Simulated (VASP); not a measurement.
# As (Fm-3m) in VASP: further runs, part 3 of 3

VASP 6.6.1.

### Step 5. Single point, PBE

This run uses another cell than the first one, of 11.62 Å³/atom, 0.997 times its volume.

File INCAR:

```
PREC = Accurate
ENCUT = 520
EDIFF = 1E-6
ISMEAR = -1
SIGMA = 0.05
LREAL = False
LASPH = True
NELM = 80
ALGO = Normal
ISIF = 2
LWAVE = False
LCHARG = True
GGA = PE
LELF = True
LVHAR = True
NBANDS = 8
```

File KPOINTS:

```
Automatic mesh
0
Gamma
  18 18 18
```

File POSCAR:

```
As
1.0
    0.0000000000      1.7978091215      1.7978091215
    1.7978091215      0.0000000000      1.7978091215
    1.7978091215      1.7978091215      0.0000000000
As
1
Direct
    0.0000000000      0.0000000000      0.0000000000
```

Potentials or basis: VASP PAW PBE potentials, release 64 (As).

Run with:

```
> cat potpaw_PBE.64/As/POTCAR > POTCAR
> mpirun -np 1 vasp_std > vasp.out
```

OUTCAR:

```text
PREC = Accurate
   ENCUT = 520
   EDIFF = 1E-6
   ISMEAR = -1
   LREAL = False
   LASPH = True
   NELM = 80
   ISIF = 2
   GGA = PE

 ion  position               nearest neighbor table
   1  0.000  0.000  0.000-

  LATTYP: Found a face centered cubic cell.
 ALAT       =     3.5956182430

  Lattice vectors:

 A1 = (   0.0000000000,   1.7978091215,   1.7978091215)
 A2 = (   1.7978091215,   0.0000000000,   1.7978091215)
 A3 = (   1.7978091215,   1.7978091215,   0.0000000000)

Analysis of symmetry for initial positions (statically):
=====================================================================
 Subroutine PRICEL returns:
 Original cell was already a primitive cell.

 Routine SETGRP: Setting up the symmetry group for a
 face centered cubic supercell.

 Subroutine GETGRP returns: Found 48 space group operations
 (whereof 48 operations were pure point group operations)
 out of a pool of 48 trial point group operations.

The static configuration has the point symmetry O_h .

Analysis of symmetry for dynamics (positions and initial velocities):
=====================================================================
 Subroutine PRICEL returns:
 Original cell was already a primitive cell.

 Routine SETGRP: Setting up the symmetry group for a
 face centered cubic supercell.

 Subroutine GETGRP returns: Found 48 space group operations
 (whereof 48 operations were pure point group operations)
 out of a pool of 48 trial point group operations.

The dynamic configuration has the point symmetry O_h .

 Subroutine INISYM returns: Found 48 space group operations
 (whereof 48 operations are pure point group operations),
 and found     1 'primitive' translations

----------------------------------------------------------------------------------------

                                     Primitive cell

  volume of cell :      11.6215

  direct lattice vectors                    reciprocal lattice vectors
     0.000000000  1.797809122  1.797809122    -0.278116288  0.278116288  0.278116288
     1.797809122  0.000000000  1.797809122     0.278116288 -0.278116288  0.278116288
     1.797809122  1.797809122  0.000000000     0.278116288  0.278116288 -0.278116288

  length of vectors
     2.542486042  2.542486042  2.542486042     0.481711542  0.481711542  0.481711542

  position of ions in fractional coordinates (direct lattice)
     0.000000000  0.000000000  0.000000000

  ion indices of the primitive-cell ions
   primitive index   ion index
                 1           1

----------------------------------------------------------------------------------------

 KPOINTS: Automatic mesh

Automatic generation of k-mesh.
 Grid dimensions read from file:
 generate k-points for:   18   18   18

 Generating k-lattice:

  Cartesian coordinates                     Fractional coordinates (reciprocal lattice)
    -0.015450905  0.015450905  0.015450905     0.055555556  0.000000000  0.000000000
     0.015450905 -0.015450905  0.015450905     0.000000000  0.055555556  0.000000000
     0.015450905  0.015450905 -0.015450905     0.000000000  0.000000000  0.055555556

  Length of vectors
     0.026761752  0.026761752  0.026761752

  Shift w.r.t. Gamma in fractional coordinates (k-lattice)
     0.000000000  0.000000000  0.000000000

 Subroutine IBZKPT returns following result:
 ===========================================

 Found    195 irreducible k-points:

 Following reciprocal coordinates:
            Coordinates               Weight
  0.000000  0.000000  0.000000      1.000000
  0.055556  0.000000  0.000000      8.000000
  0.111111  0.000000  0.000000      8.000000
  0.166667  0.000000  0.000000      8.000000
  0.222222  0.000000  0.000000      8.000000
  0.277778  0.000000  0.000000      8.000000
[... 16 lines left out ...]
 -0.277778  0.055556  0.000000     24.000000
 -0.222222  0.055556  0.000000     24.000000
 [... further k-points ...]
   k-points           NKPTS =    195   k-points in BZ     NKDIM =    195   number of bands    NBANDS=      8
   number of dos      NEDOS =    301   number of ions     NIONS =      1
   total plane-waves  NPLWV =   8000
   dimension x,y,z NGX =    20 NGY =   20 NGZ =   20
   dimension x,y,z NGXF=    40 NGYF=   40 NGZF=   40
   ions per type =               1
   NGX,Y,Z   is equivalent  to a cutoff of  13.08, 13.08, 13.08 a.u.
   NGXF,Y,Z  is equivalent  to a cutoff of  26.15, 26.15, 26.15 a.u.
 SYSTEM =  unknown system
   PREC   = accura    normal or accurate (medium, high low for compatibility)
   ISTART =      0    job   : 0-new  1-cont  2-samecut
   ICHARG =      2    charge: 1-file 2-atom 10-const
   ISPIN  =      1    spin polarized calculation?
   LNONCOLLINEAR =      F non collinear calculations
   LSORBIT =      F    spin-orbit coupling
   LASPH  =      T    aspherical Exc in radial PAW
   ENCUT  =  520.0 eV  38.22 Ry    6.18 a.u.   4.73  4.73  4.73*2*pi/ulx,y,z
   NELM   =     80;   NELMIN=  2; NELMDL= -5     # of ELM steps
   EDIFF  = 0.1E-05   stopping-criterion for ELM
   LREAL  =      F    real-space projection
   EDIFFG = 0.1E-04   stopping-criterion for IOM
   NSW    =      0    number of steps for IOM
   IBRION =     -1    ionic relax: 0-MD 1-quasi-New 2-CG
   NFREE  =      0    steps in history (QN), initial steepest desc. (CG)
   ISIF   =      2    stress and relaxation
   ISYM   =      2    0-nonsym 1-usesym 2-fastsym
   POTIM  = 0.5000    time-step for ionic-motion
   TEBEG  =    0.0;   TEEND  =   0.0 temperature during run
   PSTRESS=    0.0 pullay stress
   NELECT =       5.0000    total number of electrons
   NUPDOWN=      -1.0000    fix difference up-down
   EMIN   =  10.00;   EMAX   =-10.00  energy-range for DOS
   EFERMI =   0.00;   METHOD = LEGACY
   ISMEAR =    -1;   SIGMA  =   0.05  broadening in eV -4-tet -1-fermi 0-gaus
   EFERMI_NEDOS =   21; number of points for ismear=-14 and -15
   IALGO  =     38    algorithm
   IMIX   =      4    mixing-type and parameters
     AMIX     =   0.40;   BMIX     =  1.00
     AMIX_MAG =   1.60;   BMIX_MAG =  1.00
  volume/ion in A,a.u.               =      11.62        78.43
  Fermi-wavevector in a.u.,A,eV,Ry     =   1.235885  2.335483 20.781685  1.527411
  Thomas-Fermi vector in A             =   2.370516
   LORBIT       =      0    0 simple, 1 ext, 2 COOP (PROOUT), +10 PAW based schemes
   GGA     = PE    functional components
[... 5 lines left out ...]
 non-spin polarized calculation
  energy-cutoff  :      520.00
  volume of cell :       11.62
 maximum number of plane-waves:       331
   NGX =  9   NGY =  9   NGZ =  9

 number of electron       5.0000000 magnetization

 Free energy of the ion-electron system (eV)
  ---------------------------------------------------
  ext. energy  EPLUGINS =         0.00000000
  ---------------------------------------------------
  free energy    TOTEN  =        -2.26308588 eV

  energy without entropy =       -2.25974004  energy(sigma->0) =       -2.26141296

 E-fermi :  13.5722     XC(G=0): -13.0809

 val. band max:       13.5382666888   @ k =   0.5000   0.2222   0.0000
 cond. band min:      13.6261344917   @ k =  -0.1667   0.1667   0.0556
 fundamental gap:      0.0878678029
 Fermi energy:        13.5721800567

 k-point     1 :       0.0000    0.0000    0.0000
  band No.  band energies     occupation
      1      -7.3727      2.00000
      2      24.3365      0.00000
      3      24.3365      0.00000
      4      24.3365      0.00000
      5      28.1634      0.00000
      6      28.1634      0.00000
      7      28.1634      0.00000
      8      29.5975      0.00000

 k-point     2 :       0.0556    0.0000    0.0000
  band No.  band energies     occupation
      1      -7.2637      2.00000
      2      22.8300      0.00000
      3      24.0422      0.00000
      4      24.0422      0.00000
      5      27.7406      0.00000
      6      28.5938      0.00000
      7      28.5938      0.00000
      8      31.3990      0.00000

 k-point     3 :       0.1111    0.0000    0.0000
  band No.  band energies     occupation
      1      -6.9366      2.00000
      2      19.9906      0.00000
      3      23.4168      0.00000
      4      23.4168      0.00000
      5      27.4674      0.00000
      6      29.5704      0.00000
      7      29.5704      0.00000
      8      34.0623      0.00000
[... 210 lines left out ...]
 k-point    23 :      -0.2778    0.0556    0.0000
  band No.  band energies     occupation
      1      -4.1692      2.00000
      2      10.3288      2.00000
      3      19.6802      0.00000
      4      22.4639      0.00000
      5      27.5474      0.00000
      6      27.8346      0.00000
      7      28.5808      0.00000
      8      32.8287      0.00000

 k-point    24 :      -0.2222    0.0556    0.0000
  band No.  band energies     occupation
      1      -5.2255      2.00000
      2      13.1113      1.99980
      3      20.0059      0.00000
      4      23.0855      0.00000
      5      27.6873      0.00000
      6      28.6862      0.00000
      7      29.6617      0.00000
      8      33.0334      0.00000

 [... further k-points ...]
[... 5 lines left out ...]
  --------------------------------------------------------------------------------------
  -------------------------------------------------------------------------------------
  Total        8.9284593      8.9284593      8.9284593     -0.0000000      0.0000000     -0.0000000
  in kB     1230.9102077   1230.9102077   1230.9102077     -0.0000000      0.0000000     -0.0000000
  external PRESSURE =    1230.9102077 kB  Pullay stress =       0.0000000 kB

 VOLUME and BASIS-vectors are now :
 -----------------------------------------------------------------------------
  energy-cutoff  :      520.00
  volume of cell :       11.62
      direct lattice vectors                 reciprocal lattice vectors
     0.000000000  1.797809122  1.797809122    -0.278116288  0.278116288  0.278116288
     1.797809122  0.000000000  1.797809122     0.278116288 -0.278116288  0.278116288
     1.797809122  1.797809122  0.000000000     0.278116288  0.278116288 -0.278116288

 POSITION                                       TOTAL-FORCE (eV/Angst)
 -----------------------------------------------------------------------------------
      0.00000      0.00000      0.00000         0.000000      0.000000     -0.000000
 -----------------------------------------------------------------------------------
    total drift:                                0.000000      0.000000     -0.000000

  FREE ENERGIE OF THE ION-ELECTRON SYSTEM (eV)
  ---------------------------------------------------
  free  energy   TOTEN  =        -2.2630858797 eV

  energy  without entropy=       -2.2597400366  energy(sigma->0) =       -2.26141296
```

Run time: 7.4 s. Hardware: 1 thread of Intel Xeon Platinum 8559C (Emerald Rapids), shared host; peak memory 0.13 GiB.

Results:

```yaml
Free_energy: -2.2631 eV
Pressure: 123.1 GPa
```

Levels at points of the mesh, in eV from the Fermi level:
| k point | band 1 | band 2 | band 3 | band 4 | band 5 | band 6 | band 7 |
| --- | --- | --- | --- | --- | --- | --- | --- |
| (0.00, 0.00, 0.00) | -20.94 | 10.76 | 10.76 | 10.76 | 14.59 | 14.59 | 14.59 |
| (0.50, 0.00, 0.00) | -12.72 | -11.30 | 7.43 | 7.43 | 12.93 | 12.93 | 14.57 |
| (0.50, 0.50, 0.00) | -9.46 | -8.95 | 0.74 | 0.74 | 4.94 | 6.07 | 31.57 |

### Step 6. The runs side by side

```csv
task,cell,k mesh,cutoff (eV),gap on the mesh (eV),pressure (GPa)
relaxation of cell and atoms,"relaxed to 120 GPa from a = 2.545 Å, angles 60.0°, 1 atom",18 × 18 × 18,600,none,120.0
relaxation of cell and atoms,"relaxed to 120 GPa from a = 2.542 Å, angles 60.0°, 1 atom",18 × 18 × 18,600,none,120.0
relaxation of cell and atoms,"relaxed from a = 2.995 Å, angles 60.0°, 1 atom",16 × 16 × 16,600,none,0.0
single point,"a = 2.542 Å, angles 60.0°, 1 atom",18 × 18 × 18,520,none,123.1
```

Alike in all rows: level PBE; potentials or basis VASP PAW PBE potentials, release 64 (As); no spin polarisation; smearing fermi-dirac 0.05 eV.

Caveats: the cell is relaxed towards a set pressure, so the enthalpy falls and the energy may rise (some runs).

Absolute energies hang on the potentials; compare differences alone.
